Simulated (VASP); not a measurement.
# NiPt (P4/mmm) in VASP: a series of runs

The runs below take NiPt through single point, with LDA.

Program: VASP 6.6.1. These are calculated values, not measurements. Logs are shortened: lines on timing, memory, paths and dates and some standing lists are left out, and cuts for length are marked.

## Step 1: The cell of the first run

It takes space group P4/mmm (No. 123, tetragonal). The conventional cell has a = 2.710 Å, b = 2.710 Å, c = 3.578 Å, α = 90.00°, β = 90.00°, γ = 90.00°. Ni (site symmetry 4/mmm) has 8 Pt at 2.62 Å and 6 Ni at 2.71 to 3.58 Å within 3.6 Å. Within 3.6 Å of Pt (site symmetry 4/mmm) lie 8 Ni at 2.62 Å and 6 Pt at 2.71 to 3.58 Å.

## Step 2: Single point, LDA, collinear spin, ferromagnetic start

File INCAR:

```
PREC = Accurate ; ENCUT = 520
EDIFF = 1E-6 ; ISMEAR = -1
SIGMA = 0.05 ; LREAL = F
LASPH = T ; NELM = 150
ALGO = Normal ; ISIF = 2
LWAVE = F ; LCHARG = F
ISPIN = 2 ; MAGMOM = 1.8 1.8 0 0
LORBIT = 11 ; LMAXMIX = 4
GGA = CA ; NBANDS = 32
```

File KPOINTS:

```
Automatic mesh
0
Gamma
  10 5 8
```

File POSCAR:

```
NiPt
1.0
    2.7099400000      0.0000000000      0.0000000000
    0.0000000000      5.4198800000      0.0000000000
    0.0000000000      0.0000000000      3.5783200000
Ni Pt
2 2
Direct
    0.5000000000      0.2500000000      0.5000000000
    0.5000000000      0.7500000000      0.5000000000
    0.0000000000      0.0000000000      0.0000000000
    0.0000000000      0.5000000000      0.0000000000
```

Potentials or basis: VASP PAW LDA potentials, release 64 (Ni, Pt).

Run with:

```bash
$ cat potpaw_LDA.64/Ni/POTCAR potpaw_LDA.64/Pt/POTCAR > POTCAR
$ mpirun -np 1 vasp_std > vasp.out
```

OUTCAR:

```text
PREC = Accurate
   ENCUT = 520
   EDIFF = 1E-6
   ISMEAR = -1
   LREAL = F
   LASPH = T
   NELM = 150
   ISIF = 2
   ISPIN = 2
   LORBIT = 11
   GGA = CA

 ion  position               nearest neighbor table
   1  0.500  0.250  0.500-   3 2.62   4 2.62   3 2.62   4 2.62   3 2.62   4 2.62   3 2.62   4 2.62
                             2 2.71   2 2.71
   2  0.500  0.750  0.500-   3 2.62   4 2.62   3 2.62   4 2.62   3 2.62   4 2.62   3 2.62   4 2.62
                             1 2.71   1 2.71
   3  0.000  0.000  0.000-   1 2.62   2 2.62   1 2.62   2 2.62   1 2.62   2 2.62   1 2.62   2 2.62
                             4 2.71   4 2.71
   4  0.000  0.500  0.000-   1 2.62   2 2.62   1 2.62   2 2.62   1 2.62   2 2.62   1 2.62   2 2.62
                             3 2.71   3 2.71

  LATTYP: Found a simple orthorhombic cell.
 ALAT       =     2.7099400000
 B/A-ratio  =     1.3204425190
 C/A-ratio  =     2.0000000000

  Lattice vectors:

 A1 = (  -2.7099400000,   0.0000000000,   0.0000000000)
 A2 = (   0.0000000000,   0.0000000000,   3.5783200000)
 A3 = (   0.0000000000,   5.4198800000,   0.0000000000)

Analysis of symmetry for initial positions (statically):
=====================================================================
 Subroutine PRICEL returns following result:

  LATTYP: Found a simple tetragonal cell.
 ALAT       =     2.7099400000
 C/A-ratio  =     1.3204425190
[... 12 lines left out ...]
 Subroutine GETGRP returns: Found  8 space group operations
 (whereof  8 operations were pure point group operations)
 out of a pool of  8 trial point group operations.

The static configuration has the point symmetry D_2h.

Analysis of symmetry for dynamics (positions and initial velocities):
=====================================================================
 Subroutine PRICEL returns following result:

  LATTYP: Found a simple tetragonal cell.
 ALAT       =     2.7099400000
 C/A-ratio  =     1.3204425190
[... 12 lines left out ...]
 Subroutine GETGRP returns: Found  8 space group operations
 (whereof  8 operations were pure point group operations)
 out of a pool of  8 trial point group operations.

The dynamic configuration has the point symmetry D_2h.

Analysis of structural, dynamic, and magnetic symmetry:
=====================================================================
 Subroutine PRICEL returns following result:

  LATTYP: Found a simple tetragonal cell.
 ALAT       =     2.7099400000
 C/A-ratio  =     1.3204425190
[... 12 lines left out ...]
 Subroutine GETGRP returns: Found  8 space group operations
 (whereof  8 operations were pure point group operations)
 out of a pool of  8 trial point group operations.

The overall configuration has the point symmetry D_2h.

 Subroutine INISYM returns: Found  8 space group operations
 (whereof  8 operations are pure point group operations),
 and found     2 'primitive' translations

----------------------------------------------------------------------------------------

                                     Primitive cell

  volume of cell :      26.2784

  direct lattice vectors                    reciprocal lattice vectors
     2.709940000  0.000000000  0.000000000     0.369011860  0.000000000  0.000000000
     0.000000000  2.709940000  0.000000000     0.000000000  0.369011860  0.000000000
     0.000000000  0.000000000  3.578320000     0.000000000  0.000000000  0.279460753

  length of vectors
     2.709940000  2.709940000  3.578320000     0.369011860  0.369011860  0.279460753

  position of ions in fractional coordinates (direct lattice)
     0.500000000  0.500000000  0.500000000
     0.000000000  0.000000000  0.000000000

  ion indices of the primitive-cell ions
   primitive index   ion index
                 1           1
                 2           3

----------------------------------------------------------------------------------------

 KPOINTS: Automatic mesh

Automatic generation of k-mesh.
 Grid dimensions read from file:
 generate k-points for:   10    5    8

 Generating k-lattice:

  Cartesian coordinates                     Fractional coordinates (reciprocal lattice)
     0.036901186  0.000000000  0.000000000     0.100000000  0.000000000  0.000000000
     0.000000000  0.036901186  0.000000000     0.000000000  0.200000000  0.000000000
     0.000000000  0.000000000  0.034932594     0.000000000  0.000000000  0.125000000

  Length of vectors
     0.036901186  0.036901186  0.034932594

  Shift w.r.t. Gamma in fractional coordinates (k-lattice)
     0.000000000  0.000000000  0.000000000

 Subroutine IBZKPT returns following result:
 ===========================================

 Found     90 irreducible k-points:

 Following reciprocal coordinates:
            Coordinates               Weight
  0.000000  0.000000  0.000000      1.000000
  0.100000  0.000000  0.000000      2.000000
  0.200000  0.000000  0.000000      2.000000
  0.300000  0.000000  0.000000      2.000000
  0.400000  0.000000  0.000000      2.000000
  0.500000  0.000000  0.000000      1.000000
[... 16 lines left out ...]
  0.400000  0.000000  0.125000      4.000000
  0.500000  0.000000  0.125000      2.000000
 [... further k-points ...]
   k-points           NKPTS =     90   k-points in BZ     NKDIM =     90   number of bands    NBANDS=     32
   number of dos      NEDOS =    301   number of ions     NIONS =      4
   total plane-waves  NPLWV =  22400
   dimension x,y,z NGX =    20 NGY =   40 NGZ =   28
   dimension x,y,z NGXF=    40 NGYF=   80 NGZF=   56
   ions per type =               2   2
   NGX,Y,Z   is equivalent  to a cutoff of  12.27, 12.27, 13.01 a.u.
   NGXF,Y,Z  is equivalent  to a cutoff of  24.54, 24.54, 26.02 a.u.
 SYSTEM =  unknown system
   PREC   = accura    normal or accurate (medium, high low for compatibility)
   ISTART =      0    job   : 0-new  1-cont  2-samecut
   ICHARG =      2    charge: 1-file 2-atom 10-const
   ISPIN  =      2    spin polarized calculation?
   LNONCOLLINEAR =      F non collinear calculations
   LSORBIT =      F    spin-orbit coupling
   LASPH  =      T    aspherical Exc in radial PAW
   ENCUT  =  520.0 eV  38.22 Ry    6.18 a.u.   5.04 10.08  6.65*2*pi/ulx,y,z
   NELM   =    150;   NELMIN=  2; NELMDL= -5     # of ELM steps
   EDIFF  = 0.1E-05   stopping-criterion for ELM
   LREAL  =      F    real-space projection
   EDIFFG = 0.1E-04   stopping-criterion for IOM
   NSW    =      0    number of steps for IOM
   IBRION =     -1    ionic relax: 0-MD 1-quasi-New 2-CG
   NFREE  =      0    steps in history (QN), initial steepest desc. (CG)
   ISIF   =      2    stress and relaxation
   ISYM   =      2    0-nonsym 1-usesym 2-fastsym
   POTIM  = 0.5000    time-step for ionic-motion
   TEBEG  =    0.0;   TEEND  =   0.0 temperature during run
   PSTRESS=    0.0 pullay stress
   NELECT =      40.0000    total number of electrons
   NUPDOWN=      -1.0000    fix difference up-down
   EMIN   =  10.00;   EMAX   =-10.00  energy-range for DOS
   EFERMI =   0.00;   METHOD = LEGACY
   ISMEAR =    -1;   SIGMA  =   0.05  broadening in eV -4-tet -1-fermi 0-gaus
   EFERMI_NEDOS =   21; number of points for ismear=-14 and -15
   IALGO  =     38    algorithm
   IMIX   =      4    mixing-type and parameters
     AMIX     =   0.40;   BMIX     =  1.00
     AMIX_MAG =   1.60;   BMIX_MAG =  1.00
  volume/ion in A,a.u.               =      13.14        88.67
  Fermi-wavevector in a.u.,A,eV,Ry     =   1.494693  2.824560 30.396871  2.234107
  Thomas-Fermi vector in A             =   2.606933
   LORBIT       =     11    0 simple, 1 ext, 2 COOP (PROOUT), +10 PAW based schemes
   GGA     = CA    functional components
   LHFCALC =     F    Hartree Fock is set to
   AEXX    =    0.0000 exact exchange contribution
   IVDW    =     0    specifies the selected vdW correction
   LEPSILON=     F    determine dielectric tensor
   LRPA    =     F    only Hartree local field effects (RPA)
 spin polarized calculation
  energy-cutoff  :      520.00
  volume of cell :       52.56
 maximum number of plane-waves:      1432
   NGX = 11   NGY = 21   NGZ = 13

 number of electron      40.0000019 magnetization       1.7836065

 Free energy of the ion-electron system (eV)
  ---------------------------------------------------
  ext. energy  EPLUGINS =         0.00000000
  ---------------------------------------------------
  free energy    TOTEN  =       -28.38917307 eV

  energy without entropy =      -28.32837451  energy(sigma->0) =      -28.35877379

 E-fermi :  10.0192     XC(G=0): -13.5764

 val. band max:       10.0188661009   @ k =   0.1000   0.2000   0.5000
 cond. band min:      10.0204010254   @ k =   0.0000   0.2000   0.3750
 fundamental gap:      0.0015349245
 Fermi energy:        10.0191809066

 spin component 1

 k-point     1 :       0.0000    0.0000    0.0000
  band No.  band energies     occupation
      1       0.3805      1.00000
      2       3.8665      1.00000
      3       3.9634      1.00000
      4       4.0434      1.00000
      5       5.4264      1.00000
      6       5.6667      1.00000
[... 829 lines left out ...]
     31      22.7478      0.00000
     32      24.3749      0.00000

 [... further k-points ...]

 spin component 2

 k-point     1 :       0.0000    0.0000    0.0000
  band No.  band energies     occupation
      1       0.4385      1.00000
      2       3.9638      1.00000
      3       4.1352      1.00000
      4       4.2005      1.00000
      5       5.5809      1.00000
      6       5.7962      1.00000
[... 829 lines left out ...]
     31      22.8179      0.00000
     32      24.4440      0.00000

 [... further k-points ...]

------------------------ aborting loop because EDIFF is reached ----------------------------------------

  FORCE on cell =-STRESS in cart. coord.  units (eV):
  Direction    XX          YY          ZZ          XY          YZ          ZX
  --------------------------------------------------------------------------------------
  -------------------------------------------------------------------------------------
  Total       -3.8486150     -3.8486397     -3.7761057      0.0000000      0.0000000      0.0000000
  in kB     -117.3239100   -117.3246637   -115.1134847      0.0000000      0.0000000      0.0000000
  external PRESSURE =    -116.5873528 kB  Pullay stress =       0.0000000 kB

 VOLUME and BASIS-vectors are now :
 -----------------------------------------------------------------------------
  energy-cutoff  :      520.00
  volume of cell :       52.56
      direct lattice vectors                 reciprocal lattice vectors
     2.709940000  0.000000000  0.000000000     0.369011860  0.000000000  0.000000000
     0.000000000  5.419880000  0.000000000     0.000000000  0.184505930  0.000000000
     0.000000000  0.000000000  3.578320000     0.000000000  0.000000000  0.279460753

 POSITION                                       TOTAL-FORCE (eV/Angst)
 -----------------------------------------------------------------------------------
      1.35497      1.35497      1.78916         0.000000     -0.000000     -0.000000
      1.35497      4.06491      1.78916         0.000000     -0.000000     -0.000000
      0.00000      0.00000      0.00000         0.000000      0.000000      0.000000
      0.00000      2.70994      0.00000         0.000000     -0.000000      0.000000
 -----------------------------------------------------------------------------------
    total drift:                               -0.000000      0.000000      0.000000

  FREE ENERGIE OF THE ION-ELECTRON SYSTEM (eV)
  ---------------------------------------------------
  free  energy   TOTEN  =       -28.3891730702 eV

  energy  without entropy=      -28.3283745061  energy(sigma->0) =      -28.35877379

 total charge

# of ion       s       p       d       tot
------------------------------------------
    1        0.441   0.465   8.332   9.237
    2        0.441   0.465   8.332   9.237
    3        0.699   0.634   8.043   9.376
    4        0.699   0.634   8.043   9.376
--------------------------------------------------
tot          2.280   2.197  32.749  37.226

 magnetization (x)

# of ion       s       p       d       tot
------------------------------------------
    1       -0.000  -0.004   0.603   0.599
    2       -0.000  -0.004   0.603   0.599
    3       -0.003  -0.011   0.305   0.292
    4       -0.003  -0.011   0.305   0.292
--------------------------------------------------
tot         -0.005  -0.030   1.817   1.781
```

It took 6.3 min on 1 thread of AMD EPYC 7R13, shared host; peak memory 0.29 GiB.

What came out:

- Free energy: -28.3892 eV
- Pressure: -11.7 GPa
- Net moment: 1.78 μB per cell
- Site moments: Ni +0.60; Pt +0.29 μB
- Valence electrons inside the program's atomic spheres: Ni 9.24; Pt 9.38

Caveat: the cell stands under tension; spin-orbit coupling is left out, which moves the levels of the heavy elements.

## Step 3: Single point, LDA, collinear spin, antiferromagnetic start

File INCAR:

```
SYSTEM = NiPt
PREC = Accurate ; ENCUT = 520
EDIFF = 1E-7 ; ISMEAR = -1
SIGMA = 0.05 ; LREAL = .False.
LASPH = .True. ; NELM = 150
ALGO = Normal ; ISIF = 2
LWAVE = .False. ; LCHARG = .False.
ISPIN = 2 ; MAGMOM = 1.8 -1.8 0 0
LORBIT = 11 ; LMAXMIX = 4
GGA = CA ; NBANDS = 32
```

File KPOINTS:

```
Automatic mesh
0
Gamma
  10 5 8
  0 0 0
```

POSCAR is that of step 2.

Potentials or basis: VASP PAW LDA potentials, release 64 (Ni, Pt).

Run with:

```bash
$ cat potpaw_LDA.64/Ni/POTCAR potpaw_LDA.64/Pt/POTCAR > POTCAR
$ mpirun -np 1 vasp_std > vasp.out
```

Wall time 7.4 min (1 thread of AMD EPYC 7R13, shared host); peak memory 0.29 GiB.

It converged, with:

```yaml
Free_energy: -28.3781 eV
Pressure: -12.9 GPa
Band_gap_on_the_k_mesh: zero (filled and empty bands overlap)
Net_moment: 0.00 μB per cell
Valence_electrons_inside_the_program's_atomic_spheres: Ni 9.24; Pt 9.37
```

Stress tensor (GPa, compression positive):
```
-12.95   0.00   0.00
  0.00 -12.95   0.00
  0.00   0.00 -12.77
```

Levels at points of the mesh, in eV from the Fermi level:
Spin up:
| k point | band 16 | band 17 | band 18 | band 19 | band 20 | band 21 | band 22 | band 23 | band 24 | band 25 |
| --- | --- | --- | --- | --- | --- | --- | --- | --- | --- | --- |
| (0.00, 0.00, 0.00) | -1.33 | -1.14 | -0.75 | 0.06 | 0.28 | 0.28 | 0.68 | 2.36 | 3.09 | 10.98 |
| (0.50, 0.00, 0.00) | -0.23 | 0.17 | 0.33 | 0.33 | 0.68 | 0.84 | 1.68 | 1.68 | 2.36 | 8.04 |
| (0.00, 0.00, 0.50) | -1.31 | -0.74 | -0.59 | -0.30 | -0.29 | -0.23 | -0.03 | 0.12 | 0.26 | 5.27 |
| (0.50, 0.00, 0.50) | -0.29 | -0.23 | -0.23 | -0.03 | 0.12 | 0.26 | 0.85 | 5.27 | 7.16 | 7.31 |
Spin down:
```csv
k point,band 18,band 19,band 20,band 21,band 22,band 23
"(0.00, 0.00, 0.00)",-0.75,0.06,0.28,0.28,0.68,2.36
"(0.50, 0.00, 0.00)",0.33,0.33,0.68,0.84,1.68,1.68
"(0.00, 0.00, 0.50)",-0.59,-0.30,-0.29,-0.23,-0.03,0.12
"(0.50, 0.00, 0.50)",-0.23,-0.03,0.12,0.26,0.85,5.27
```

Caveat: the cell stands under tension; spin-orbit coupling is left out, which moves the levels of the heavy elements.
